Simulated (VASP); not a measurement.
# Na (Im-3m) in VASP: single point with PBEsol

Aim: the single point of Na with PBEsol.

Program: VASP 6.6.1. These are calculated values, not measurements. Logs are shortened: lines on timing, memory, paths and dates and some standing lists are left out, and cuts for length are marked.

## Step 1: The cell of the first run

The structure is cubic, space group Im-3m (No. 229). The conventional cell has a = 3.072 Å, b = 3.072 Å, c = 3.072 Å, α = 90.00°, β = 90.00°, γ = 90.00°. Na (site symmetry m-3m) has 14 Na at 2.66 to 3.07 Å within 3.5 Å.

## Step 2: Single point, PBEsol (14.50 Å³/atom)

Input file POSCAR:

```
Na
1.0
   -1.5360877816      1.5360877816      1.5360877816
    1.5360877816     -1.5360877816      1.5360877816
    1.5360877816      1.5360877816     -1.5360877816
Na
1
Direct
    0.0000000000      0.0000000000      0.0000000000
```

Input file INCAR.step1:

```
  ALGO = Normal
  EDIFF = 1E-6
  ENCUT = 520
  GGA = PS
  ISIF = 2
  ISMEAR = -1
  LASPH = T
  LCHARG = T
  LREAL = F
  LWAVE = F
  NBANDS = 10
  NELM = 100
  PREC = Accurate
  SIGMA = 0.05
```

Input file KPOINTS.step1:

```
k-points
0
Gamma
  13 13 13
```

Input file INCAR.step2:

```
  ALGO = Normal
  EDIFF = 1E-6
  ENCUT = 520
  GGA = PS
  ICHARG = 11
  ISIF = 2
  ISMEAR = -5
  LASPH = T
  LCHARG = F
  LORBIT = 11
  LREAL = F
  LWAVE = F
  NEDOS = 2001
  NELM = 100
  PREC = Accurate
  SIGMA = 0.05
```

Input file KPOINTS.step2:

```
k-points
0
Gamma
  20 20 20
```

Potentials or basis: VASP PAW PBE potentials, release 64 (Na_pv).

Run with:

```sh
cat potpaw_PBE.64/Na_pv/POTCAR > POTCAR
cp INCAR.step1 INCAR
cp KPOINTS.step1 KPOINTS
mpirun -np 1 vasp_std > vasp.out
cp INCAR.step2 INCAR
cp KPOINTS.step2 KPOINTS
mpirun -np 1 vasp_std > vasp.out
```

OUTCAR:

```text
EDIFF = 1E-6
   ENCUT = 520
   GGA = PS
   ICHARG = 11
   ISIF = 2
   ISMEAR = -5
   LASPH = T
   LORBIT = 11
   LREAL = F
   NELM = 100
   PREC = Accurate

 ion  position               nearest neighbor table
   1  0.000  0.000  0.000-

  LATTYP: Found a body centered cubic cell.
 ALAT       =     3.0721755632

  Lattice vectors:

 A1 = (  -1.5360877816,   1.5360877816,   1.5360877816)
 A2 = (   1.5360877816,  -1.5360877816,   1.5360877816)
 A3 = (   1.5360877816,   1.5360877816,  -1.5360877816)

Analysis of symmetry for initial positions (statically):
=====================================================================
 Subroutine PRICEL returns:
 Original cell was already a primitive cell.

 Routine SETGRP: Setting up the symmetry group for a
 body centered cubic supercell.

 Subroutine GETGRP returns: Found 48 space group operations
 (whereof 48 operations were pure point group operations)
 out of a pool of 48 trial point group operations.

The static configuration has the point symmetry O_h .

Analysis of symmetry for dynamics (positions and initial velocities):
=====================================================================
 Subroutine PRICEL returns:
 Original cell was already a primitive cell.

 Routine SETGRP: Setting up the symmetry group for a
 body centered cubic supercell.

 Subroutine GETGRP returns: Found 48 space group operations
 (whereof 48 operations were pure point group operations)
 out of a pool of 48 trial point group operations.

The dynamic configuration has the point symmetry O_h .

 Subroutine INISYM returns: Found 48 space group operations
 (whereof 48 operations are pure point group operations),
 and found     1 'primitive' translations

----------------------------------------------------------------------------------------

                                     Primitive cell

  volume of cell :      14.4980

  direct lattice vectors                    reciprocal lattice vectors
    -1.536087782  1.536087782  1.536087782     0.000000000  0.325502231  0.325502231
     1.536087782 -1.536087782  1.536087782     0.325502231  0.000000000  0.325502231
     1.536087782  1.536087782 -1.536087782     0.325502231  0.325502231  0.000000000

  length of vectors
     2.660582083  2.660582083  2.660582083     0.460329670  0.460329670  0.460329670

  position of ions in fractional coordinates (direct lattice)
     0.000000000  0.000000000  0.000000000

  ion indices of the primitive-cell ions
   primitive index   ion index
                 1           1

----------------------------------------------------------------------------------------

 KPOINTS: k-points

Automatic generation of k-mesh.
 Grid dimensions read from file:
 generate k-points for:   20   20   20

 Generating k-lattice:

  Cartesian coordinates                     Fractional coordinates (reciprocal lattice)
     0.000000000  0.016275112  0.016275112     0.050000000  0.000000000  0.000000000
     0.016275112  0.000000000  0.016275112     0.000000000  0.050000000  0.000000000
     0.016275112  0.016275112  0.000000000     0.000000000  0.000000000  0.050000000

  Length of vectors
     0.023016483  0.023016483  0.023016483

  Shift w.r.t. Gamma in fractional coordinates (k-lattice)
     0.000000000  0.000000000  0.000000000

 TETIRR: Found   9408 inequivalent tetrahedra from    48000

 Subroutine IBZKPT returns following result:
 ===========================================

 Found    256 irreducible k-points:

 Following reciprocal coordinates:
            Coordinates               Weight
  0.000000  0.000000  0.000000      1.000000
  0.050000  0.000000  0.000000     12.000000
  0.100000  0.000000  0.000000     12.000000
  0.150000  0.000000  0.000000     12.000000
  0.200000  0.000000  0.000000     12.000000
  0.250000  0.000000  0.000000     12.000000
[... 16 lines left out ...]
  0.200000  0.100000  0.000000     48.000000
  0.250000  0.100000  0.000000     48.000000
 [... further k-points ...]
   k-points           NKPTS =    256   k-points in BZ     NKDIM =    256   number of bands    NBANDS=      7
   number of dos      NEDOS =   2001   number of ions     NIONS =      1
   total plane-waves  NPLWV =   8000
   dimension x,y,z NGX =    20 NGY =   20 NGZ =   20
   dimension x,y,z NGXF=    40 NGYF=   40 NGZF=   40
   ions per type =               1
   NGX,Y,Z   is equivalent  to a cutoff of  12.50, 12.50, 12.50 a.u.
   NGXF,Y,Z  is equivalent  to a cutoff of  24.99, 24.99, 24.99 a.u.
 SYSTEM =  unknown system
   PREC   = accura    normal or accurate (medium, high low for compatibility)
   ISTART =      0    job   : 0-new  1-cont  2-samecut
   ICHARG =     11    charge: 1-file 2-atom 10-const
   ISPIN  =      1    spin polarized calculation?
   LNONCOLLINEAR =      F non collinear calculations
   LSORBIT =      F    spin-orbit coupling
   LASPH  =      T    aspherical Exc in radial PAW
   ENCUT  =  520.0 eV  38.22 Ry    6.18 a.u.   4.95  4.95  4.95*2*pi/ulx,y,z
   NELM   =    100;   NELMIN=  2; NELMDL=  0     # of ELM steps
   EDIFF  = 0.1E-05   stopping-criterion for ELM
   LREAL  =      F    real-space projection
[... 7 lines left out ...]
   TEBEG  =    0.0;   TEEND  =   0.0 temperature during run
   PSTRESS=    0.0 pullay stress
   NELECT =       7.0000    total number of electrons
   NUPDOWN=      -1.0000    fix difference up-down
   EMIN   =  10.00;   EMAX   =-10.00  energy-range for DOS
   EFERMI =   0.00;   METHOD = LEGACY
   ISMEAR =    -5;   SIGMA  =   0.05  broadening in eV -4-tet -1-fermi 0-gaus
   EFERMI_NEDOS =   21; number of points for ismear=-14 and -15
   IALGO  =     38    algorithm
   IMIX   =      4    mixing-type and parameters
     AMIX     =   0.40;   BMIX     =  1.00
     AMIX_MAG =   1.60;   BMIX_MAG =  1.00
  volume/ion in A,a.u.               =      14.50        97.84
  Fermi-wavevector in a.u.,A,eV,Ry     =   1.284315  2.427003 22.442326  1.649464
  Thomas-Fermi vector in A             =   2.416516
   LORBIT       =     11    0 simple, 1 ext, 2 COOP (PROOUT), +10 PAW based schemes
   GGA     = PS    functional components
   LHFCALC =     F    Hartree Fock is set to
   AEXX    =    0.0000 exact exchange contribution
   IVDW    =     0    specifies the selected vdW correction
   LEPSILON=     F    determine dielectric tensor
   LRPA    =     F    only Hartree local field effects (RPA)
 non-spin polarized calculation
 Fermi weights with tetrahedron method with Bloechl corrections
  energy-cutoff  :      520.00
  volume of cell :       14.50
 maximum number of plane-waves:       403

 number of electron       7.0000005 magnetization

 Free energy of the ion-electron system (eV)
  ---------------------------------------------------
  ext. energy  EPLUGINS =         0.00000000
  ---------------------------------------------------
  free energy    TOTEN  =        -0.09575235 eV

  energy without entropy =       -0.09575235  energy(sigma->0) =       -0.09575235

 E-fermi :   5.1133     XC(G=0):  -9.6686

 val. band max:        5.0745623112   @ k =  -0.3500   0.4000   0.2000
 cond. band min:       5.1041043817   @ k =   0.3500   0.1000   0.0500
 fundamental gap:      0.0295420704
 Fermi energy:         5.1133178992

 k-point     1 :       0.0000    0.0000    0.0000
  band No.  band energies     occupation
      1     -20.0308      2.00000
      2     -20.0308      2.00000
      3     -20.0308      2.00000
      4      -0.9029      2.00000
      5      24.0548      0.00000
      6      24.0549      0.00000
      7      24.0549      0.00000

 k-point     2 :       0.0500    0.0000    0.0000
  band No.  band energies     occupation
      1     -20.0483      2.00000
      2     -20.0352      2.00000
      3     -20.0310      2.00000
      4      -0.8127      2.00000
      5      23.1074      0.00000
      6      23.4581      0.00000
      7      24.0254      0.00000

 k-point     3 :       0.1000    0.0000    0.0000
  band No.  band energies     occupation
      1     -20.0986      2.00000
      2     -20.0481      2.00000
      3     -20.0317      2.00000
      4      -0.5450      2.00000
      5      21.0260      0.00000
      6      22.3734      0.00000
      7      23.9449      0.00000

 k-point     4 :       0.1500    0.0000    0.0000
  band No.  band energies     occupation
      1     -20.1758      2.00000
      2     -20.0682      2.00000
      3     -20.0329      2.00000
      4      -0.1070      2.00000
      5      18.8646      0.00000
      6      21.2884      0.00000
      7      23.6314      0.00000

 k-point     5 :       0.2000    0.0000    0.0000
  band No.  band energies     occupation
      1     -20.2709      2.00000
      2     -20.0933      2.00000
      3     -20.0343      2.00000
      4       0.4900      2.00000
      5      16.7950      0.00000
      6      20.3103      0.00000
      7      22.9466      0.00000

 k-point     6 :       0.2500    0.0000    0.0000
  band No.  band energies     occupation
      1     -20.3738      2.00000
      2     -20.1212      2.00000
      3     -20.0359      2.00000
      4       1.2328      2.00000
      5      14.8437      0.00000
      6      19.4682      0.00000
      7      22.3840      0.00000

 k-point     7 :       0.3000    0.0000    0.0000
  band No.  band energies     occupation
      1     -20.4740      2.00000
      2     -20.1489      2.00000
      3     -20.0376      2.00000
      4       2.1075      2.00000
      5      13.0137      0.00000
      6      18.7731      0.00000
      7      21.9383      0.00000
[... 121 lines left out ...]
 k-point    20 :       0.4500    0.0500    0.0000
  band No.  band energies     occupation
      1     -20.6800      2.00000
      2     -20.2145      2.00000
      3     -20.0472      2.00000
      4       6.0009     -0.06934
      5       7.6332      0.00000
      6      17.0557      0.00000
      7      21.5496      0.00000

 k-point    21 :       0.1000    0.1000    0.0000
  band No.  band energies     occupation
      1     -20.2161      2.00000
      2     -20.0689      2.00000
      3     -20.0464      2.00000
      4       0.1511      2.00000
      5      18.4322      0.00000
      6      19.6282      0.00000
      7      23.5995      0.00000

 k-point    22 :       0.1500    0.1000   -0.0000
  band No.  band energies     occupation
      1     -20.3008      2.00000
      2     -20.0940      2.00000
      3     -20.0516      2.00000
      4       0.7408      2.00000
      5      16.6738      0.00000
      6      18.5438      0.00000
      7      23.3120      0.00000

 k-point    23 :       0.2000    0.1000    0.0000
  band No.  band energies     occupation
      1     -20.3914      2.00000
      2     -20.1254      2.00000
      3     -20.0548      2.00000
      4       1.4752      2.00000
      5      14.8533      0.00000
      6      17.7237      0.00000
      7      22.9988      0.00000

 k-point    24 :       0.2500    0.1000    0.0000
  band No.  band energies     occupation
      1     -20.4791      2.00000
      2     -20.1580      2.00000
      3     -20.0574      2.00000
      4       2.3408      2.00000
      5      13.0948      0.00000
      6      17.0748      0.00000
      7      22.6737      0.00000

 [... further k-points ...]

------------------------ aborting loop because EDIFF is reached ----------------------------------------

  FORCE on cell =-STRESS in cart. coord.  units (eV):
  Direction    XX          YY          ZZ          XY          YZ          ZX
  --------------------------------------------------------------------------------------
  -------------------------------------------------------------------------------------
  Total        3.6889554      3.6889554      3.6889554      0.0000000      0.0000000      0.0000000
  in kB      407.6673142    407.6673142    407.6673142      0.0000000      0.0000000      0.0000000
  external PRESSURE =     407.6673142 kB  Pullay stress =       0.0000000 kB

 VOLUME and BASIS-vectors are now :
 -----------------------------------------------------------------------------
  energy-cutoff  :      520.00
  volume of cell :       14.50
      direct lattice vectors                 reciprocal lattice vectors
    -1.536087782  1.536087782  1.536087782     0.000000000  0.325502231  0.325502231
     1.536087782 -1.536087782  1.536087782     0.325502231  0.000000000  0.325502231
     1.536087782  1.536087782 -1.536087782     0.325502231  0.325502231  0.000000000

 POSITION                                       TOTAL-FORCE (eV/Angst)
 -----------------------------------------------------------------------------------
      0.00000      0.00000      0.00000        -0.000000      0.000000     -0.000000
 -----------------------------------------------------------------------------------
    total drift:                               -0.000000     -0.000000      0.000000

  FREE ENERGIE OF THE ION-ELECTRON SYSTEM (eV)
  ---------------------------------------------------
  free  energy   TOTEN  =        -0.0957523546 eV

  energy  without entropy=       -0.0957523546  energy(sigma->0) =       -0.09575235

 total charge

# of ion       s       p       d       tot
------------------------------------------
    1        0.225   6.040   0.000   6.265
```

Wall time 41 s (1 thread of AMD EPYC 7R13, shared host); peak memory 0.11 GiB.

Results:

```yaml
Valence_electrons_inside_the_program's_atomic_spheres: Na 6.26
```

Caveat: the PAW data sets were made with another functional, which shifts forces and pressure a little; tetrahedron occupations give inexact forces and stress in metals.
